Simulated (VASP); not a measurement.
A run of VASP 6.6.1:

File POSCAR:

```
O
1.0
    1.7755910000      0.0000000000      0.0000000000
    0.0000000000      1.7755910000      0.0000000000
    0.0000000000      0.0000000000      3.0530510000
O
1
Direct
    0.0000000000      0.0000000000      0.0000000000
```

Contents of INCAR.step1:

```
SYSTEM = O
ALGO     = Normal         ! electronic algorithm
EDIFF    = 1E-4           ! SCF threshold, eV
ENCUT    = 520            ! plane-wave cutoff, eV
GGA      = PE             ! functional
ISMEAR   = -1             ! smearing method
LASPH    = .True.         ! aspherical terms in the spheres
LCHARG   = .False.        ! write CHGCAR
LREAL    = .False.        ! projectors in reciprocal space
LWAVE    = .True.         ! write WAVECAR
NBANDS   = 9              ! bands
NELM     = 100            ! most SCF steps
PREC     = Accurate       ! precision mode
SIGMA    = 0.1            ! smearing width, eV
```

Contents of INCAR.step2:

```
SYSTEM = O
ALGO     = Normal         ! electronic algorithm
EDIFF    = 1E-7           ! SCF threshold, eV
ENCUT    = 520            ! plane-wave cutoff, eV
ISIF     = 2              ! what is computed and relaxed
ISMEAR   = -1             ! smearing method
ISTART   = 1            
LASPH    = .True.         ! aspherical terms in the spheres
LCHARG   = .True.         ! write CHGCAR
LELF     = .True.         ! ELF
LMIXTAU  = .True.       
LREAL    = .False.        ! projectors in reciprocal space
LVHAR    = .True.       
LWAVE    = .False.        ! write WAVECAR
METAGGA  = R2SCAN         ! meta-GGA
NBANDS   = 9              ! bands
NELM     = 100            ! most SCF steps
PREC     = Accurate       ! precision mode
SIGMA    = 0.1            ! smearing width, eV
```

KPOINTS

```
k-points
0
Gamma
  4 4 3
  0 0 0
```

Potentials or basis: VASP PAW PBE potentials, release 64 (O).

The run is started by

```sh
$ cat potpaw_PBE.64/O/POTCAR > POTCAR
$ cp INCAR.step1 INCAR
$ mpirun -np 1 vasp_std > vasp.out
$ cp INCAR.step2 INCAR
$ mpirun -np 1 vasp_std > vasp.out
```

Hardware: 1 thread of AMD EPYC 7R13 Processor (Zen 3), with other jobs on the host.

Task: How long does it take, and how much memory?

Result: Run time: 6.4 s on 1 thread of AMD EPYC 7R13 Processor (Zen 3), with other jobs on the host, peak memory 0.08 GiB. Counts: k points 12.
